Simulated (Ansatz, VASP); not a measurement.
## One calculation of Ga, two programs

File INCAR:

```
PREC = Accurate
ENCUT = 520
EDIFF = 1E-7
ISMEAR = 0
SIGMA = 0.15
LREAL = F
LASPH = T
NELM = 60
ALGO = Fast
ISIF = 2
LWAVE = F
LCHARG = T
LELF = T
LVHAR = T
NBANDS = 34
```

The input KPOINTS:

```
Automatic mesh
0
Gamma
  10 10 10
```

File POSCAR:

```
Ga
1.0
    2.2085777266     -3.7454996903     -0.3312866590
    2.2085777266      3.7454996903     -0.3312866590
   -0.6658609293      0.0000000000      4.4390728619
Ga
4
Direct
    0.1560190462      0.8439809538      0.0845038705
    0.6560190462      0.3439809538      0.4154961295
    0.8439809538      0.1560190462      0.9154961295
    0.3439809538      0.6560190462      0.5845038705
```

Input for Ansatz:

```yaml
crystal:
  lattice:
    - [2.2085777266, -3.7454996903, -0.331286659]
    - [2.2085777266, 3.7454996903, -0.331286659]
    - [-0.6658609293, 0.0, 4.4390728619]
  atoms:
    - { symbol: Ga, position: [0.1560190462, 0.8439809538, 0.0845038705] }
    - { symbol: Ga, position: [0.6560190462, 0.3439809538, 0.4154961295] }
    - { symbol: Ga, position: [0.8439809538, 0.1560190462, 0.9154961295] }
    - { symbol: Ga, position: [0.3439809538, 0.6560190462, 0.5845038705] }
basis:
  ecutwfc: 420
kpoints:
  mp_grid: { grid: [10, 10, 10] }
hamiltonian:
  xc: lda
  pseudopotentials: { kind: paw }
scf:
  occupations: { method: gaussian, width: 0.15 }
output:
  forces: true
  stress: true
  eigenvalues: true
```

Change from the starting cell: engineering shear strain xz -0.3000, normal strain along z +0.0000.

Alike in both runs: task single point; functional LDA; k mesh 10 × 10 × 10; occupations gaussian, width 0.15 eV; no spin polarisation.

|  | VASP | Ansatz |
| --- | --- | --- |
| version | VASP 6.6.1 | Ansatz 0.2.0 |
| potentials or method | VASP PAW LDA potentials, release 64 (Ga_d), cutoff 520 eV | scalar-relativistic, plane waves, PAW |
| valence electrons in the cell | 52 | 52 |

```tsv
	VASP	Ansatz	Ansatz less VASP
gap on the k mesh at the Fermi level (eV)	none	none	-
pressure (GPa)	7.9	7.6	-0.30
traceless stress, the component that is largest in VASP (GPa)	9.49	9.33	-0.153
rms of the force components (eV/Å)	0.810	0.797	-0.0132
```

LDA's correlation is that of Perdew and Zunger in VASP and of Perdew and Wang (1992) in Ansatz. Atom by atom the forces differ by 0.013 eV/Å (rms over components). A gap of «none» marks a metal or a gap that the smearing closes.
